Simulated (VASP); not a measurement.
# AgCl (I4/mmm) in VASP: a series of runs, part 2 of 2

VASP 6.6.1. The steps go on from the part before.

**3. Single point, LDA (strain -0.0200 x Voigt [0, 1, 0, 0, 0, 0])**

Contents of INCAR:

```
PREC = Accurate
ENCUT = 520
EDIFF = 1E-7
ISMEAR = 0
SIGMA = 0.05
LREAL = F
LASPH = T
NELM = 100
ALGO = Normal
ISIF = 2
LWAVE = F
LCHARG = F
NBANDS = 16
```

Contents of KPOINTS:

```
regular mesh
0
Gamma
  8 8 8
```

Contents of POSCAR:

```
AgCl
1.0
    0.0000000000      2.7176870000      2.7731500000
    2.7731500000      0.0000000000      2.7731500000
    2.7731500000      2.7176870000      0.0000000000
Ag Cl
1 1
Direct
    0.5000000000      0.5000000000      0.5000000000
    0.0000000000      0.0000000000      0.0000000000
```

Potentials or basis: VASP PAW LDA potentials, release 64 (Ag, Cl).

On the command line:

```
$ cat potpaw_LDA.64/Ag/POTCAR potpaw_LDA.64/Cl/POTCAR > POTCAR
$ mpirun -np 1 vasp_std > vasp.out
```

OUTCAR:

```text
PREC = Accurate
   ENCUT = 520
   EDIFF = 1E-7
   ISMEAR = 0
   LREAL = F
   LASPH = T
   NELM = 100
   ISIF = 2

 ion  position               nearest neighbor table
   1  0.500  0.500  0.500-   2 2.72   2 2.72   2 2.77   2 2.77   2 2.77   2 2.77
   2  0.000  0.000  0.000-   1 2.72   1 2.72   1 2.77   1 2.77   1 2.77   1 2.77

  LATTYP: Found a body centered tetragonal cell.
 ALAT       =     3.9218263405
 C/A-ratio  =     1.3859292911

  Lattice vectors:

 A1 = (   0.0000000000,  -2.7176870000,   2.7731500000)
 A2 = (   0.0000000000,  -2.7176870000,  -2.7731500000)
 A3 = (   2.7731500000,   2.7176870000,   0.0000000000)

Analysis of symmetry for initial positions (statically):
=====================================================================
 Subroutine PRICEL returns:
 Original cell was already a primitive cell.

 Routine SETGRP: Setting up the symmetry group for a
 body centered tetragonal supercell.

 Subroutine GETGRP returns: Found 16 space group operations
 (whereof 16 operations were pure point group operations)
 out of a pool of 16 trial point group operations.

The static configuration has the point symmetry D_4h.

Analysis of symmetry for dynamics (positions and initial velocities):
=====================================================================
 Subroutine PRICEL returns:
 Original cell was already a primitive cell.

 Routine SETGRP: Setting up the symmetry group for a
 body centered tetragonal supercell.

 Subroutine GETGRP returns: Found 16 space group operations
 (whereof 16 operations were pure point group operations)
 out of a pool of 16 trial point group operations.

The dynamic configuration has the point symmetry D_4h.

 Subroutine INISYM returns: Found 16 space group operations
 (whereof 16 operations are pure point group operations),
 and found     1 'primitive' translations

----------------------------------------------------------------------------------------

                                     Primitive cell

  volume of cell :      41.8000

  direct lattice vectors                    reciprocal lattice vectors
     0.000000000  2.717687000  2.773150000    -0.180300380  0.183979980  0.180300380
     2.773150000  0.000000000  2.773150000     0.180300380 -0.183979980  0.180300380
     2.773150000  2.717687000  0.000000000     0.180300380  0.183979980 -0.180300380

  length of vectors
     3.882806144  3.921826340  3.882806144     0.314428191  0.314428191  0.314428191

  position of ions in fractional coordinates (direct lattice)
     0.500000000  0.500000000  0.500000000
     0.000000000  0.000000000  0.000000000

  ion indices of the primitive-cell ions
   primitive index   ion index
                 1           1
                 2           2

----------------------------------------------------------------------------------------

 KPOINTS: regular mesh

Automatic generation of k-mesh.
 Grid dimensions read from file:
 generate k-points for:    8    8    8

 Generating k-lattice:

  Cartesian coordinates                     Fractional coordinates (reciprocal lattice)
    -0.022537548  0.022997498  0.022537548     0.125000000  0.000000000  0.000000000
     0.022537548 -0.022997498  0.022537548     0.000000000  0.125000000  0.000000000
     0.022537548  0.022997498 -0.022537548     0.000000000  0.000000000  0.125000000

  Length of vectors
     0.039303524  0.039303524  0.039303524

  Shift w.r.t. Gamma in fractional coordinates (k-lattice)
     0.000000000  0.000000000  0.000000000

 Subroutine IBZKPT returns following result:
 ===========================================

 Found     59 irreducible k-points:

 Following reciprocal coordinates:
            Coordinates               Weight
  0.000000  0.000000  0.000000      1.000000
  0.125000  0.000000  0.000000      8.000000
  0.250000  0.000000  0.000000      8.000000
  0.375000  0.000000  0.000000      8.000000
  0.500000  0.000000  0.000000      4.000000
  0.125000  0.125000  0.000000      4.000000
[... 16 lines left out ...]
  0.250000  0.000000  0.125000      8.000000
  0.375000  0.000000  0.125000      8.000000
 [... further k-points ...]
   k-points           NKPTS =     59   k-points in BZ     NKDIM =     59   number of bands    NBANDS=     16
   number of dos      NEDOS =    301   number of ions     NIONS =      2
   total plane-waves  NPLWV =  27000
   dimension x,y,z NGX =    30 NGY =   30 NGZ =   30
   dimension x,y,z NGXF=    60 NGYF=   60 NGZF=   60
   ions per type =               1   1
   NGX,Y,Z   is equivalent  to a cutoff of  12.84, 12.72, 12.84 a.u.
   NGXF,Y,Z  is equivalent  to a cutoff of  25.69, 25.43, 25.69 a.u.
 SYSTEM =  unknown system
   PREC   = accura    normal or accurate (medium, high low for compatibility)
   ISTART =      0    job   : 0-new  1-cont  2-samecut
   ICHARG =      2    charge: 1-file 2-atom 10-const
   ISPIN  =      1    spin polarized calculation?
   LNONCOLLINEAR =      F non collinear calculations
   LSORBIT =      F    spin-orbit coupling
   LASPH  =      T    aspherical Exc in radial PAW
   ENCUT  =  520.0 eV  38.22 Ry    6.18 a.u.   7.22  7.29  7.22*2*pi/ulx,y,z
   NELM   =    100;   NELMIN=  2; NELMDL= -5     # of ELM steps
   EDIFF  = 0.1E-06   stopping-criterion for ELM
   LREAL  =      F    real-space projection
   EDIFFG = 0.1E-05   stopping-criterion for IOM
   NSW    =      0    number of steps for IOM
   IBRION =     -1    ionic relax: 0-MD 1-quasi-New 2-CG
   NFREE  =      0    steps in history (QN), initial steepest desc. (CG)
   ISIF   =      2    stress and relaxation
   ISYM   =      2    0-nonsym 1-usesym 2-fastsym
   POTIM  = 0.5000    time-step for ionic-motion
   TEBEG  =    0.0;   TEEND  =   0.0 temperature during run
   PSTRESS=    0.0 pullay stress
   NELECT =      18.0000    total number of electrons
   NUPDOWN=      -1.0000    fix difference up-down
   EMIN   =  10.00;   EMAX   =-10.00  energy-range for DOS
   EFERMI =   0.00;   METHOD = LEGACY
   ISMEAR =     0;   SIGMA  =   0.05  broadening in eV -4-tet -1-fermi 0-gaus
   EFERMI_NEDOS =   21; number of points for ismear=-14 and -15
   IALGO  =     38    algorithm
   IMIX   =      4    mixing-type and parameters
     AMIX     =   0.40;   BMIX     =  1.00
     AMIX_MAG =   1.60;   BMIX_MAG =  1.00
  volume/ion in A,a.u.               =      20.90       141.04
  Fermi-wavevector in a.u.,A,eV,Ry     =   1.236252  2.336177 20.794037  1.528319
  Thomas-Fermi vector in A             =   2.370868
   LORBIT       =      0    0 simple, 1 ext, 2 COOP (PROOUT), +10 PAW based schemes
   GGA     = CA    functional components
   LHFCALC =     F    Hartree Fock is set to
   AEXX    =    0.0000 exact exchange contribution
   IVDW    =     0    specifies the selected vdW correction
   LEPSILON=     F    determine dielectric tensor
   LRPA    =     F    only Hartree local field effects (RPA)
 non-spin polarized calculation
 Gauss-broadening in eV      SIGMA  =   0.05
  energy-cutoff  :      520.00
  volume of cell :       41.80
 maximum number of plane-waves:      1146
 NGX is ok and might be reduce to    30
   NGX = 15   NGY = 15   NGZ = 15

 number of electron      18.0000006 magnetization

 Free energy of the ion-electron system (eV)
  ---------------------------------------------------
  ext. energy  EPLUGINS =         0.00000000
  ---------------------------------------------------
  free energy    TOTEN  =        -6.73883956 eV

  energy without entropy =       -6.73883956  energy(sigma->0) =       -6.73883956

 E-fermi :   4.1847     XC(G=0): -10.5412

 val. band max:        3.9028002656   @ k =   0.5000   0.0000   0.0000
 cond. band min:       4.4834226954   @ k =   0.0000   0.0000   0.0000
 fundamental gap:      0.5806224298
 Fermi energy:         4.1847086082

 k-point     1 :       0.0000    0.0000    0.0000
  band No.  band energies     occupation
      1     -11.3469      2.00000
      2       1.2143      2.00000
      3       1.2143      2.00000
      4       1.2672      2.00000
      5       1.2688      2.00000
      6       1.2761      2.00000
[... 8 lines left out ...]
     15      16.7976      0.00000
     16      16.7976      0.00000
[... 419 lines left out ...]
 k-point    24 :       0.3750    0.0000    0.1250
  band No.  band energies     occupation
      1     -10.9562      2.00000
      2      -1.1882      2.00000
      3      -0.2851      2.00000
      4      -0.0945      2.00000
      5       1.4154      2.00000
      6       1.5999      2.00000
[... 8 lines left out ...]
     15      17.6400      0.00000
     16      17.7190      0.00000

 [... further k-points ...]
[... 5 lines left out ...]
  --------------------------------------------------------------------------------------
  -------------------------------------------------------------------------------------
  Total       -1.2490964     -1.1872688     -1.2490964     -0.0000000     -0.0000000      0.0000000
  in kB      -47.8773812    -45.5075527    -47.8773812     -0.0000000     -0.0000000      0.0000000
  external PRESSURE =     -47.0874383 kB  Pullay stress =       0.0000000 kB

 VOLUME and BASIS-vectors are now :
 -----------------------------------------------------------------------------
  energy-cutoff  :      520.00
  volume of cell :       41.80
      direct lattice vectors                 reciprocal lattice vectors
     0.000000000  2.717687000  2.773150000    -0.180300380  0.183979980  0.180300380
     2.773150000  0.000000000  2.773150000     0.180300380 -0.183979980  0.180300380
     2.773150000  2.717687000  0.000000000     0.180300380  0.183979980 -0.180300380

 POSITION                                       TOTAL-FORCE (eV/Angst)
 -----------------------------------------------------------------------------------
      2.77315      2.71769      2.77315         0.000000      0.000000      0.000000
      0.00000      0.00000      0.00000         0.000000      0.000000      0.000000
 -----------------------------------------------------------------------------------
    total drift:                                0.000000      0.000000      0.000000

  FREE ENERGIE OF THE ION-ELECTRON SYSTEM (eV)
  ---------------------------------------------------
  free  energy   TOTEN  =        -6.7388395560 eV

  energy  without entropy=       -6.7388395560  energy(sigma->0) =       -6.73883956
```

OSZICAR:

```text
N       E                     dE             d eps       ncg     rms          rms(c)
DAV:   1     0.901369998609E+02    0.90137E+02   -0.86235E+03  1888   0.102E+03
DAV:   2    -0.396873023689E+01   -0.94106E+02   -0.86670E+02  2352   0.218E+02
DAV:   3    -0.688580779325E+01   -0.29171E+01   -0.29107E+01  2384   0.389E+01
DAV:   4    -0.689992709781E+01   -0.14119E-01   -0.14118E-01  2376   0.311E+00
DAV:   5    -0.690008095376E+01   -0.15386E-03   -0.15385E-03  2368   0.321E-01    0.673E+00
DAV:   6    -0.674808742904E+01    0.15199E+00   -0.24156E-01  2512   0.667E+00    0.444E+00
DAV:   7    -0.674156365768E+01    0.65238E-02   -0.62081E-02  2344   0.167E+00    0.198E+00
DAV:   8    -0.673892585476E+01    0.26378E-02   -0.39999E-03  2184   0.574E-01    0.251E-01
DAV:   9    -0.673883142183E+01    0.94433E-04   -0.25988E-04  2544   0.229E-01    0.401E-02
DAV:  10    -0.673883951655E+01   -0.80947E-05   -0.23278E-05  2256   0.424E-02    0.113E-02
DAV:  11    -0.673883955600E+01   -0.39455E-07   -0.32932E-07  2512   0.436E-03
   1 F= -.67388396E+01 E0= -.67388396E+01  d E =-.346430E-17
```

It took 52 s on 1 thread of Intel Xeon 8259CL, shared host; peak memory 0.17 GiB.

What came out:

| Property | Result |
| --- | --- |
| Free energy | -6.7388 eV |
| Pressure | -4.7 GPa |
| Band gap on the k mesh | 0.58 eV (least direct gap 3.01 eV) |

Stress tensor (GPa, compression positive):
```
-4.79  0.00  0.00
 0.00 -4.55  0.00
 0.00  0.00 -4.79
```

Caveat: the cell differs from its parent crystal (strain -0.0200 x Voigt [0, 1, 0, 0, 0, 0]); the cell stands under tension; semilocal functionals underestimate gaps, and a narrow one can read as zero.

**4. Single point, LDA (strain -0.0100 x Voigt [0, 1, 0, 0, 0, 0])**

Contents of INCAR:

```
PREC = Accurate ; ENCUT = 520
EDIFF = 1E-6 ; ISMEAR = 0
SIGMA = 0.05 ; LREAL = False
LASPH = True ; NELM = 100
ALGO = Normal ; ISIF = 2
LWAVE = False ; LCHARG = True
GGA = CA ; LELF = True
LVHAR = True ; NBANDS = 16
```

KPOINTS is that of step 3.

Contents of POSCAR:

```
AgCl
1.0
    0.0000000000      2.7454185000      2.7731500000
    2.7731500000      0.0000000000      2.7731500000
    2.7731500000      2.7454185000      0.0000000000
Ag Cl
1 1
Direct
    0.5000000000      0.5000000000      0.5000000000
    0.0000000000      0.0000000000      0.0000000000
```

On the command line:

```
$ cat potpaw_LDA.64/Ag/POTCAR potpaw_LDA.64/Cl/POTCAR > POTCAR
$ mpirun -np 1 vasp_std > vasp.out
```

It took 48 s on 1 thread of Intel Xeon 8259CL, shared host; peak memory 0.17 GiB.

The run converged. Its results:

| Quantity | Value |
| --- | --- |
| Free energy | -6.7261 eV |
| Pressure | -5.2 GPa |
| Band gap on the k mesh | 0.61 eV (least direct gap 2.97 eV) |

Stress tensor (GPa, compression positive):
```
-5.20  0.00  0.00
 0.00 -5.11  0.00
 0.00  0.00 -5.20
```

Levels at points of the mesh, in eV from the valence-band top:
```csv
k point,band 7,band 8,band 9,band 10,band 11,band 12
"(0.00, 0.00, 0.00)",-2.40,-2.36,-2.36,0.61,10.70,10.70
"(0.50, 0.00, 0.00)",-1.88,-0.06,0.00,3.91,6.36,7.35
"(0.50, 0.50, 0.00)",-2.08,-2.07,-1.99,2.08,7.82,8.35
"(0.50, 0.00, 0.50)",-2.08,-2.08,-1.99,2.07,7.76,8.45
```

Caveat: the cell differs from its parent crystal (strain -0.0100 x Voigt [0, 1, 0, 0, 0, 0]); the cell stands under tension; semilocal functionals underestimate gaps, and a narrow one can read as zero. A k mesh can miss the band edges.

**5. Summary**

| cell | gap on the mesh (eV) | pressure (GPa) |
| --- | --- | --- |
| a = 3.863, b = 3.922 Å, angles 59.5, 61.0, 59.5°, 2 atoms | 0.55 | -4.2 |
| a = 3.883, b = 3.922 Å, angles 59.7, 60.7, 59.7°, 2 atoms | 0.58 | -4.7 |
| a = 3.902, b = 3.922 Å, angles 59.8, 60.3, 59.8°, 2 atoms | 0.61 | -5.2 |

Alike in all rows: task single point; level LDA; potentials or basis VASP PAW LDA potentials, release 64 (Ag, Cl); no spin polarisation; k mesh 8 × 8 × 8; cutoff (eV) 520; smearing gaussian 0.05 eV.

Caveats: the cell stands under tension; semilocal functionals underestimate gaps, and a narrow one can read as zero.

Total energies depend on the potentials used, so only differences within one code and one set of settings carry meaning.
